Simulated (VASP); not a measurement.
# SbPb (Fm-3m) in VASP: a series of runs, part 2 of 2

VASP 6.6.1. Earlier steps stand in the parts before.

### Step 3. Single point, LDA

This run uses another cell than the first one, of 29.91 Å³/atom, 1.029 times its volume.

INCAR reads:

```
ALGO = Normal
EDIFF = 1E-6
ENCUT = 520
GGA = CA
ISIF = 2
ISMEAR = -1
LASPH = T
LCHARG = T
LELF = T
LREAL = F
LVHAR = T
LWAVE = F
NBANDS = 16
NELM = 100
PREC = Accurate
SIGMA = 0.05
```

KPOINTS reads:

```
k-points
0
Gamma
  8 8 8
```

POSCAR reads:

```
SbPb
1.0
    0.0000000000      3.1040133168      3.1040133168
    3.1040133168      0.0000000000      3.1040133168
    3.1040133168      3.1040133168      0.0000000000
Sb Pb
1 1
Direct
    0.5000000000      0.5000000000      0.5000000000
    0.0000000000      0.0000000000      0.0000000000
```

Potentials or basis: VASP PAW LDA potentials, release 64 (Sb, Pb_d).

On the command line:

```sh
> cat potpaw_LDA.64/Sb/POTCAR potpaw_LDA.64/Pb_d/POTCAR > POTCAR
> mpirun -np 1 vasp_std > vasp.out
```

It used 42 s of CPU time on 1 thread of AMD EPYC 7R13 Processor (Zen 3) (shared host).

Results (log left out):

| Property | Result |
| --- | --- |
| Free energy | -8.9433 eV |
| Pressure | -0.1 GPa |

Levels at points of the mesh, in eV from the Fermi level:
| k point | band 6 | band 7 | band 8 | band 9 | band 10 | band 11 | band 12 | band 13 | band 14 | band 15 |
| --- | --- | --- | --- | --- | --- | --- | --- | --- | --- | --- |
| (0.00, 0.00, 0.00) | -11.98 | -3.76 | -0.66 | -0.66 | -0.66 | 4.73 | 4.73 | 4.73 | 5.93 | 5.93 |
| (0.50, 0.00, 0.00) | -9.40 | -9.01 | 0.14 | 0.14 | 1.04 | 1.23 | 1.23 | 1.30 | 9.37 | 9.62 |
| (0.50, 0.50, 0.00) | -9.33 | -6.63 | -4.86 | -2.68 | -2.68 | 3.06 | 6.89 | 6.89 | 8.95 | 10.84 |

Caveat: spin-orbit coupling is left out, which moves the levels of the heavy elements.

### Step 4. Single point, LDA

This run uses another cell than the first one, of 30.75 Å³/atom, 1.058 times its volume.

INCAR reads:

```
PREC = Accurate
ENCUT = 520
EDIFF = 1E-6
ISMEAR = -1
SIGMA = 0.05
LREAL = False
LASPH = True
NELM = 60
ALGO = Normal
ISIF = 2
LWAVE = False
LCHARG = True
GGA = CA
LELF = True
LVHAR = True
NBANDS = 16
```

KPOINTS reads:

```
regular mesh
0
Gamma
  8 8 8
```

POSCAR reads:

```
SbPb
1.0
    0.0000000000      3.1328895175      3.1328895175
    3.1328895175      0.0000000000      3.1328895175
    3.1328895175      3.1328895175      0.0000000000
Sb Pb
1 1
Direct
    0.5000000000      0.5000000000      0.5000000000
    0.0000000000      0.0000000000      0.0000000000
```

Potentials or basis: VASP PAW LDA potentials, release 64 (Sb, Pb_d).

On the command line:

```sh
> cat potpaw_LDA.64/Sb/POTCAR potpaw_LDA.64/Pb_d/POTCAR > POTCAR
> mpirun -np 1 vasp_std > vasp.out
```

OUTCAR:

```text
PREC = Accurate
   ENCUT = 520
   EDIFF = 1E-6
   ISMEAR = -1
   LREAL = False
   LASPH = True
   NELM = 60
   ISIF = 2
   GGA = CA

 ion  position               nearest neighbor table
   1  0.500  0.500  0.500-   2 3.13   2 3.13   2 3.13   2 3.13   2 3.13   2 3.13
   2  0.000  0.000  0.000-   1 3.13   1 3.13   1 3.13   1 3.13   1 3.13   1 3.13

  LATTYP: Found a face centered cubic cell.
 ALAT       =     6.2657790350

  Lattice vectors:

[... 642 lines left out ...]

------------------------ aborting loop because EDIFF is reached ----------------------------------------

  FORCE on cell =-STRESS in cart. coord.  units (eV):
  Direction    XX          YY          ZZ          XY          YZ          ZX
  --------------------------------------------------------------------------------------
  -------------------------------------------------------------------------------------
  Total       -0.6001670     -0.6001670     -0.6001670      0.0000000      0.0000000     -0.0000000
  in kB      -15.6357040    -15.6357040    -15.6357040      0.0000000      0.0000000     -0.0000000
  external PRESSURE =     -15.6357040 kB  Pullay stress =       0.0000000 kB

 VOLUME and BASIS-vectors are now :
 -----------------------------------------------------------------------------
  energy-cutoff  :      520.00
  volume of cell :       61.50
      direct lattice vectors                 reciprocal lattice vectors
     0.000000000  3.132889518  3.132889518    -0.159597074  0.159597074  0.159597074
     3.132889518  0.000000000  3.132889518     0.159597074 -0.159597074  0.159597074
     3.132889518  3.132889518  0.000000000     0.159597074  0.159597074 -0.159597074

 POSITION                                       TOTAL-FORCE (eV/Angst)
 -----------------------------------------------------------------------------------
      3.13289      3.13289      3.13289         0.000000      0.000000     -0.000000
      0.00000      0.00000      0.00000         0.000000      0.000000      0.000000
 -----------------------------------------------------------------------------------
    total drift:                               -0.000000      0.000000      0.000000

  FREE ENERGIE OF THE ION-ELECTRON SYSTEM (eV)
  ---------------------------------------------------
  free  energy   TOTEN  =        -8.9346379700 eV

  energy  without entropy=       -8.9271790690  energy(sigma->0) =       -8.93090852
```

stdout:

```text
POSCAR found type information on POSCAR SbPb
 POSCAR found :  2 types and       2 ions
 scaLAPACK will be used
 LDA part: xc-table for (Slater(with rela. corr.)+CA(PZ))
 , standard interpolation
 POSCAR, INCAR and KPOINTS ok, starting setup
 FFT: planning ... GRIDC
 FFT: planning ... GRID_SOFT
 FFT: planning ... GRID
 WAVECAR not read
 entering main loop
```

It used 48 s of CPU time on 1 thread of AMD EPYC 7R13 Processor (Zen 3), with other jobs on the host.

Results:

| Item | Value |
| --- | --- |
| Free energy | -8.9346 eV |
| Pressure | -1.6 GPa |

Caveat: spin-orbit coupling is left out, which moves the levels of the heavy elements.

### Step 5. Summary

| cell | gap on the mesh (eV) | pressure (GPa) |
| --- | --- | --- |
| a = 4.348 Å, angles 60.0°, 2 atoms | none | 1.5 |
| a = 4.390 Å, angles 60.0°, 2 atoms | none | -0.1 |
| a = 4.431 Å, angles 60.0°, 2 atoms | none | -1.6 |

Alike in all rows: task single point; level LDA; potentials or basis VASP PAW LDA potentials, release 64 (Sb, Pb_d); no spin polarisation; k mesh 8 × 8 × 8; cutoff (eV) 520; smearing fermi-dirac 0.05 eV.

Caveats: spin-orbit coupling is left out, which moves the levels of the heavy elements.

Total energies depend on the potentials used, so only differences within one code and one set of settings carry meaning.
